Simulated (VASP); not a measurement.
A run of VASP 6.6.1:

Contents of POSCAR:

```
Mo
1.0
   -1.5650000000      1.5650000000      1.5650000000
    1.5650000000     -1.5650000000      1.5650000000
    1.5650000000      1.5650000000     -1.5650000000
Mo
1
Direct
    0.0000000000      0.0000000000      0.0000000000
```

Contents of INCAR.step1:

```
ALGO     = Normal         # electronic algorithm
EDIFF    = 1E-5           # SCF threshold, eV
ENCUT    = 550            # plane-wave cutoff, eV
GGA      = PE             # functional
GGA_COMPAT= False        
ISMEAR   = 0              # smearing method
LASPH    = True           # aspherical terms in the spheres
LCHARG   = False          # write CHGCAR
LREAL    = False          # projectors in reciprocal space
LWAVE    = True           # write WAVECAR
NBANDS   = 13             # bands
NELM     = 120            # most SCF steps
PREC     = Accurate       # precision mode
SIGMA    = 0.1            # smearing width, eV
```

INCAR.step2

```
ALGO     = Normal         # electronic algorithm
BPARAM   = 11.95        
CPARAM   = 0.0093       
EDIFF    = 1E-6           # SCF threshold, eV
ENCUT    = 550            # plane-wave cutoff, eV
GGA_COMPAT= False        
ISIF     = 2              # what is computed and relaxed
ISMEAR   = 0              # smearing method
ISTART   = 1            
IVDW_NL  = 2            
LASPH    = True           # aspherical terms in the spheres
LCHARG   = False          # write CHGCAR
LMIXTAU  = True         
LREAL    = False          # projectors in reciprocal space
LUSE_VDW = True         
LWAVE    = False          # write WAVECAR
METAGGA  = R2SCAN         # meta-GGA
NBANDS   = 13             # bands
NELM     = 120            # most SCF steps
PREC     = Accurate       # precision mode
SIGMA    = 0.1            # smearing width, eV
```

The input KPOINTS:

```
k-points
0
Gamma
  8 8 8
```

Potentials or basis: VASP PAW PBE potentials, release 64 (Mo_sv).

The run is started by

```bash
$ cat potpaw_PBE.64/Mo_sv/POTCAR > POTCAR
$ cp INCAR.step1 INCAR
$ mpirun -np 1 vasp_std > vasp.out
$ cp INCAR.step2 INCAR
$ mpirun -np 1 vasp_std > vasp.out
```

Hardware: 1 thread of Intel Xeon 8259CL, on a shared host.

Estimate the wall time of this run.

It took 69 s on 1 thread of Intel Xeon 8259CL, with other jobs on the host, peak memory 0.21 GiB. Counts: k points 29.
